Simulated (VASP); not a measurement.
# CuO (F-43m) in VASP: settings compared, part 3 of 3

VASP 6.6.1. Earlier steps stand in the parts before.

**4. Relaxation of cell and atoms, PBEsol+U**

INCAR

```
SYSTEM = CuO
PREC = Accurate
ENCUT = 600
EDIFF = 1E-6
ISMEAR = -1
SIGMA = 0.05
LREAL = .FALSE.
LASPH = .TRUE.
NELM = 150
ALGO = Normal
ISIF = 3
LWAVE = .FALSE.
LCHARG = .FALSE.
LMAXMIX = 4
LDAU = .TRUE.
LDAUTYPE = 2
LDAUL = 2 -1
LDAUU = 5.3 0
LDAUJ = 0 0
LDAUPRINT = 1
GGA = PS
IBRION = 2
NSW = 60
EDIFFG = -0.01
```

KPOINTS

```
Automatic mesh
0
G
  10 10 10
  0 0 0
```

POSCAR

```
CuO
1.0
    0.0000000000      2.3272527300      2.3272527300
    2.3272527300      0.0000000000      2.3272527300
    2.3272527300      2.3272527300      0.0000000000
Cu O
1 1
Direct
    0.0000000000      0.0000000000      0.0000000000
    0.2500000000      0.2500000000      0.2500000000
```

Potentials or basis: VASP PAW PBE potentials, release 64 (Cu, O).

On the command line:

```sh
$ cat potpaw_PBE.64/Cu/POTCAR potpaw_PBE.64/O/POTCAR > POTCAR
$ mpirun -np 1 vasp_std > vasp.out
```

OUTCAR:

```text
SYSTEM = CuO
   PREC = Accurate
   ENCUT = 600
   EDIFF = 1E-6
   ISMEAR = -1
   LREAL = .FALSE.
   LASPH = .TRUE.
   NELM = 150
   ISIF = 3
   GGA = PS
   IBRION = 2
   NSW = 60
   EDIFFG = -0.01

 ion  position               nearest neighbor table
   1  0.000  0.000  0.000-   2 2.02   2 2.02   2 2.02   2 2.02
   2  0.250  0.250  0.250-   1 2.02   1 2.02   1 2.02   1 2.02

  LATTYP: Found a face centered cubic cell.
 ALAT       =     4.6545054600

  Lattice vectors:

 A1 = (   0.0000000000,   2.3272527300,   2.3272527300)
 A2 = (   2.3272527300,   0.0000000000,   2.3272527300)
 A3 = (   2.3272527300,   2.3272527300,   0.0000000000)

Analysis of symmetry for initial positions (statically):
=====================================================================
 Subroutine PRICEL returns:
 Original cell was already a primitive cell.

 Routine SETGRP: Setting up the symmetry group for a
 face centered cubic supercell.

 Subroutine GETGRP returns: Found 24 space group operations
 (whereof 24 operations were pure point group operations)
 out of a pool of 48 trial point group operations.

The static configuration has the point symmetry T_d .

Analysis of symmetry for dynamics (positions and initial velocities):
=====================================================================
 Subroutine PRICEL returns:
 Original cell was already a primitive cell.

 Routine SETGRP: Setting up the symmetry group for a
 face centered cubic supercell.

 Subroutine GETGRP returns: Found 24 space group operations
 (whereof 24 operations were pure point group operations)
 out of a pool of 48 trial point group operations.

The dynamic configuration has the point symmetry T_d .

 Subroutine INISYM returns: Found 24 space group operations
 (whereof 24 operations are pure point group operations),
 and found     1 'primitive' translations

----------------------------------------------------------------------------------------

                                     Primitive cell

  volume of cell :      25.2093

  direct lattice vectors                    reciprocal lattice vectors
     0.000000000  2.327252730  2.327252730    -0.214845596  0.214845596  0.214845596
     2.327252730  0.000000000  2.327252730     0.214845596 -0.214845596  0.214845596
     2.327252730  2.327252730  0.000000000     0.214845596  0.214845596 -0.214845596

  length of vectors
     3.291232374  3.291232374  3.291232374     0.372123488  0.372123488  0.372123488

  position of ions in fractional coordinates (direct lattice)
     0.000000000  0.000000000  0.000000000
     0.250000000  0.250000000  0.250000000

  ion indices of the primitive-cell ions
   primitive index   ion index
                 1           1
                 2           2

----------------------------------------------------------------------------------------

 KPOINTS: Automatic mesh

Automatic generation of k-mesh.
 Grid dimensions read from file:
 generate k-points for:   10   10   10

 Generating k-lattice:

[... 77 lines left out ...]
   EFERMI_NEDOS =   21; number of points for ismear=-14 and -15
   IALGO  =     38    algorithm
   IMIX   =      4    mixing-type and parameters
     AMIX     =   0.40;   BMIX     =  1.00
     AMIX_MAG =   1.60;   BMIX_MAG =  1.00
  volume/ion in A,a.u.               =      12.60        85.06
  Fermi-wavevector in a.u.,A,eV,Ry     =   1.435614  2.712916 28.041426  2.060987
  Thomas-Fermi vector in A             =   2.554893
   LORBIT       =      0    0 simple, 1 ext, 2 COOP (PROOUT), +10 PAW based schemes
 LDA+U is selected, type is set to LDAUTYPE =  2
   angular momentum for each species LDAUL =     2   -1
   U (eV)           for each species LDAUU =   5.3  0.0
   J (eV)           for each species LDAUJ =   0.0  0.0
   GGA     = PS    functional components
   LHFCALC =     F    Hartree Fock is set to
   AEXX    =    0.0000 exact exchange contribution
   IVDW    =     0    specifies the selected vdW correction
   LEPSILON=     F    determine dielectric tensor
   LRPA    =     F    only Hartree local field effects (RPA)
 conjugate gradient relaxation of ions
 non-spin polarized calculation
  energy-cutoff  :      600.00
  volume of cell :       25.21
 maximum number of plane-waves:       869
 NGX is ok and might be reduce to    28
   NGX = 13   NGY = 13   NGZ = 13

--------------------------------------- Ionic step        1  -------------------------------------------

 number of electron      16.9999992 magnetization

 Free energy of the ion-electron system (eV)
  ---------------------------------------------------
  ext. energy  EPLUGINS =         0.00000000
  ---------------------------------------------------
  free energy    TOTEN  =        -8.34837704 eV

  energy without entropy =       -8.32686995  energy(sigma->0) =       -8.33762350

 E-fermi :   2.1771     XC(G=0): -10.7771

 val. band max:        2.1692286529   @ k =   0.4000   0.1000   0.0000
 cond. band min:       2.1820999965   @ k =   0.3000   0.2000   0.1000
 fundamental gap:      0.0128713437
 Fermi energy:         2.1771050542

 k-point     1 :       0.0000    0.0000    0.0000
  band No.  band energies     occupation
      1     -15.5079      2.00000
      2      -2.2566      2.00000
      3      -2.2566      2.00000
      4      -2.2566      2.00000
      5      -0.3693      2.00000
      6      -0.3693      2.00000
      7       2.9446      0.00000
      8       2.9446      0.00000
      9       2.9446      0.00000
     10       3.7495      0.00000
     11      16.7819      0.00000
     12      16.7819      0.00000
[... 518 lines left out ...]
  FREE ENERGIE OF THE ION-ELECTRON SYSTEM (eV)
  ---------------------------------------------------
  free  energy   TOTEN  =        -8.5752522222 eV

  energy  without entropy=       -8.5563227809  energy(sigma->0) =       -8.56578750

atom =   1  type =  1  l = 2

 onsite density matrix

spin component  1

  0.9115 -0.0000  0.0000 -0.0000 -0.0000
 -0.0000  0.9115  0.0000 -0.0000 -0.0000
  0.0000  0.0000  0.9642 -0.0000 -0.0000
 -0.0000 -0.0000 -0.0000  0.9115 -0.0000
 -0.0000 -0.0000 -0.0000 -0.0000  0.9642

spin component  2

  0.9115 -0.0000  0.0000 -0.0000 -0.0000
 -0.0000  0.9115  0.0000 -0.0000 -0.0000
  0.0000  0.0000  0.9642 -0.0000 -0.0000
 -0.0000 -0.0000 -0.0000  0.9115 -0.0000
 -0.0000 -0.0000 -0.0000 -0.0000  0.9642

 occupancies and eigenvectors

  o =  0.9115  v =  0.0000  0.5024  0.0000 -0.8646  0.0000  0.0000  0.0000  0.0000  0.0000  0.0000      0.0000  0.0000  0.0000  0.0000  0.0000  0.0000  0.0000  0.0000  0.0000  0.0000
  o =  0.9115  v =  0.0000  0.0000  0.0000  0.0000  0.0000  0.0000  0.5024  0.0000 -0.8646  0.0000      0.0000  0.0000  0.0000  0.0000  0.0000  0.0000  0.0000  0.0000  0.0000  0.0000
  o =  0.9115  v =  1.0000  0.0000  0.0000  0.0000  0.0000  0.0000  0.0000  0.0000  0.0000  0.0000      0.0000  0.0000  0.0000  0.0000  0.0000  0.0000  0.0000  0.0000  0.0000  0.0000
  o =  0.9115  v =  0.0000  0.0000  0.0000  0.0000  0.0000  1.0000  0.0000  0.0000  0.0000  0.0000      0.0000  0.0000  0.0000  0.0000  0.0000  0.0000  0.0000  0.0000  0.0000  0.0000
  o =  0.9115  v =  0.0000  0.0000  0.0000  0.0000  0.0000  0.0000 -0.8646  0.0000 -0.5024 -0.0000      0.0000  0.0000  0.0000  0.0000  0.0000  0.0000  0.0000  0.0000  0.0000  0.0000
  o =  0.9115  v =  0.0000 -0.8646  0.0000 -0.5024 -0.0000  0.0000  0.0000  0.0000  0.0000  0.0000      0.0000  0.0000  0.0000  0.0000  0.0000  0.0000  0.0000  0.0000  0.0000  0.0000
  o =  0.9642  v =  0.0000  0.0000 -0.3894 -0.0000 -0.9211  0.0000  0.0000  0.0000  0.0000  0.0000      0.0000  0.0000  0.0000  0.0000  0.0000  0.0000  0.0000  0.0000  0.0000  0.0000
  o =  0.9642  v =  0.0000  0.0000  0.0000  0.0000  0.0000  0.0000  0.0000 -0.3894 -0.0000 -0.9211      0.0000  0.0000  0.0000  0.0000  0.0000  0.0000  0.0000  0.0000  0.0000  0.0000
  o =  0.9642  v =  0.0000  0.0000  0.0000  0.0000  0.0000  0.0000  0.0000 -0.9211 -0.0000  0.3894      0.0000  0.0000  0.0000  0.0000  0.0000  0.0000  0.0000  0.0000  0.0000  0.0000
  o =  0.9642  v =  0.0000  0.0000 -0.9211 -0.0000  0.3894  0.0000  0.0000  0.0000  0.0000  0.0000      0.0000  0.0000  0.0000  0.0000  0.0000  0.0000  0.0000  0.0000  0.0000  0.0000

--------------------------------------- Ionic step        6  -------------------------------------------

 number of electron      16.9999992 magnetization

 Free energy of the ion-electron system (eV)
  ---------------------------------------------------
  ext. energy  EPLUGINS =         0.00000000
  ---------------------------------------------------
  free energy    TOTEN  =        -8.57525488 eV

  energy without entropy =       -8.55632688  energy(sigma->0) =       -8.56579088

 E-fermi :   3.9061     XC(G=0): -11.6487

 val. band max:        3.9056276657   @ k =   0.3000   0.2000   0.0000
 cond. band min:       3.9164034031   @ k =   0.5000   0.0000   0.0000
 fundamental gap:      0.0107757374
 Fermi energy:         3.9060782063

 k-point     1 :       0.0000    0.0000    0.0000
  band No.  band energies     occupation
      1     -14.8906      2.00000
      2      -1.5534      2.00000
      3      -1.5534      2.00000
      4      -1.5534      2.00000
      5       0.9296      2.00000
      6       0.9296      2.00000
      7       4.8408      0.00000
      8       4.8408      0.00000
      9       4.8408      0.00000
     10       5.7024      0.00000
     11      19.5164      0.00000
     12      19.5164      0.00000
[... 374 lines left out ...]
  FREE ENERGIE OF THE ION-ELECTRON SYSTEM (eV)
  ---------------------------------------------------
  free  energy   TOTEN  =        -8.5752548795 eV

  energy  without entropy=       -8.5563268775  energy(sigma->0) =       -8.56579088

 reached required accuracy - stopping structural energy minimisation
```

OSZICAR:

```text
N       E                     dE             d eps       ncg     rms          rms(c)
DAV:   1     0.126242203239E+03    0.12624E+03   -0.94533E+03  1144   0.225E+03
DAV:   2     0.318205386250E+01   -0.12306E+03   -0.11378E+03  1160   0.368E+02
[... 45 lines left out ...]
DAV:   1    -0.857525277586E+01   -0.36091E-05   -0.12514E-05  1196   0.971E-02    0.642E-03
DAV:   2    -0.857525222225E+01    0.55361E-06   -0.37977E-06   968   0.770E-02
   5 F= -.85752522E+01 E0= -.85657875E+01  d E =-.293749E-05
       N       E                     dE             d eps       ncg     rms          rms(c)
DAV:   1    -0.857525539631E+01   -0.26205E-05   -0.14033E-05  1128   0.134E-01    0.695E-03
DAV:   2    -0.857525487947E+01    0.51684E-06   -0.49887E-06  1120   0.981E-02
   6 F= -.85752549E+01 E0= -.85657909E+01  d E =-.559471E-05
```

CONTCAR:

```text
CuO
   1.00000000000000
     0.0000000000000000    2.2080766244918548    2.2080766244918548
     2.2080766244918548    0.0000000000000000    2.2080766244918548
     2.2080766244918548    2.2080766244918548   -0.0000000000000000
  Cu              O
     1     1
Direct
     0.0000000000000000    0.0000000000000000    0.0000000000000000
     0.2500000000000000    0.2500000000000000    0.2500000000000000

  0.00000000E+00  0.00000000E+00  0.00000000E+00
  0.00000000E+00  0.00000000E+00  0.00000000E+00
```

Run time: 66 s. Hardware: 1 thread of Intel Xeon Platinum 8259CL at 2.50GHz (Skylake/Cascade Lake), shared host; peak memory 0.17 GiB.

What came out:

- Free energy: -8.5753 eV
- Relaxed volume: 10.77 Å³/atom
- Relaxed cell: a = 3.123 Å, b = 3.123 Å, c = 3.123 Å, α = 60.00°, β = 60.00°, γ = 60.00°
- Space group after relaxing (to 0.05 Å): F-43m (No. 216)
- Energy gained by relaxing: 113.4 meV/atom
- Ionic steps: 6
- Pressure after relaxing: -0.1 GPa

Step by step:
```
step  energy change (eV)  largest force (eV/Å)  pressure (GPa)  volume (Å³)
   1              0.0000                0.0000          -16.73        25.21
   2             -0.2127                0.0000            5.89        20.71
   3             -0.2269                0.0000            0.15        21.46
   4             -0.2269                0.0000           -0.34        21.53
   5             -0.2269                0.0000           -0.16        21.53
   6             -0.2269                0.0000           -0.07        21.53
```

Final structure:
```yaml
crystal:
  lattice:
    - [0.00000, 2.20808, 2.20808]
    - [2.20808, 0.00000, 2.20808]
    - [2.20808, 2.20808, 0.00000]
  atoms:
    - { symbol: Cu, position: [0.00000, 0.00000, 0.00000] }
    - { symbol: O, position: [0.25000, 0.25000, 0.25000] }
```

Levels at points of the mesh, in eV from the Fermi level:
| k point | band 6 | band 7 | band 8 | band 9 | band 10 | band 11 | band 12 |
| --- | --- | --- | --- | --- | --- | --- | --- |
| (0.00, 0.00, 0.00) | -2.98 | 0.93 | 0.93 | 0.93 | 1.80 | 15.61 | 15.61 |
| (0.50, 0.00, 0.00) | -2.80 | -2.38 | 0.01 | 0.01 | 7.17 | 8.72 | 14.92 |
| (0.50, 0.50, 0.00) | -2.72 | -1.90 | -1.40 | -1.40 | 6.45 | 11.47 | 11.98 |

Eigenvalues of the final occupation matrices:
| site | spin | trace | eigenvalues |
| --- | --- | --- | --- |
| site 1 d | 1 | 4.66 | 0.91 0.91 0.91 0.96 0.96 |
| site 1 d | 2 | 4.66 | 0.91 0.91 0.91 0.96 0.96 |

Caveat: the PAW data sets were made with another functional, which shifts forces and pressure a little; an odd number of electrons without spin polarisation forces a metal; a magnetic or distorted state may lie lower; U without spin polarisation on a metal has little footing.

**5. Overview**

```tsv
level	potentials or basis	U	gap on the mesh (eV)	pressure (GPa)	relaxed volume (Å³/atom)
LDA	VASP PAW LDA potentials, release 64 (Cu, O)	-	none	-0.1	10.64
PBE	VASP PAW PBE potentials, release 64 (Cu, O)	-	none	0.0	11.62
PBEsol+U	VASP PAW PBE potentials, release 64 (Cu, O)	Cu d U = 5.3 eV	none	-0.1	10.77
```

Alike in all rows: task relaxation of cell and atoms; no spin polarisation; cell relaxed; k mesh 10 × 10 × 10; cutoff (eV) 600; smearing fermi-dirac 0.05 eV.

Caveats: an odd number of electrons without spin polarisation forces a metal; a magnetic or distorted state may lie lower; semilocal functionals often make such compounds metallic where correlation or magnetic order opens a gap, which also shifts bond lengths (some runs); the volume moved by over 15 % at a fixed basis, so the end points are rough (some runs); the PAW data sets were made with another functional, which shifts forces and pressure a little (some runs); U without spin polarisation on a metal has little footing (some runs).

Total energies depend on the potentials used, so only differences within one code and one set of settings carry meaning.
